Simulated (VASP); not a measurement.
Bi2Se3, 20 atoms in the cell. The cell holds a disordered packing, 20 atoms: a = 9.186 Å, b = 8.860 Å, c = 8.454 Å, α = 92.24°, β = 92.47°, γ = 85.02°. 

| Property | Result |
| --- | --- |
| Program | VASP 6.6.1 |
| Task | molecular dynamics |
| Functional | PBE |
| Potentials or basis | VASP PAW PBE potentials, release 64 (Bi_d, Se) |
| Cutoff | 350 eV |
| k mesh | 1 × 1 × 1, shifted |
| Occupations | fermi-dirac, width 0.0758 eV |
| Spin | no spin polarisation |
| Dipole correction | no |
| Further INCAR settings | PREC = Normal; ALGO = Normal; EDIFF = 1e-05; ISYM = 0; MAXMIX = 40; IBRION = 0; POTIM = 3.0; NSW = 23 |

Potentials or basis: VASP PAW PBE potentials, release 64 (Bi_d, Se).

Command:

```bash
$ cat potpaw_PBE.64/Bi_d/POTCAR potpaw_PBE.64/Se/POTCAR > POTCAR
$ mpirun -np 1 vasp_std > vasp.out
```

Hardware: 1 thread of Intel(R) Xeon(R) 6975P-C (Granite Rapids), with other jobs on the host.

Task: How long does it take, and how much memory?

Result: It took 8.4 min on 1 thread of Intel(R) Xeon(R) 6975P-C (Granite Rapids), with other jobs on the host, peak memory 0.34 GiB. Counts: scf iterations 148, k points 1, ion steps 23.
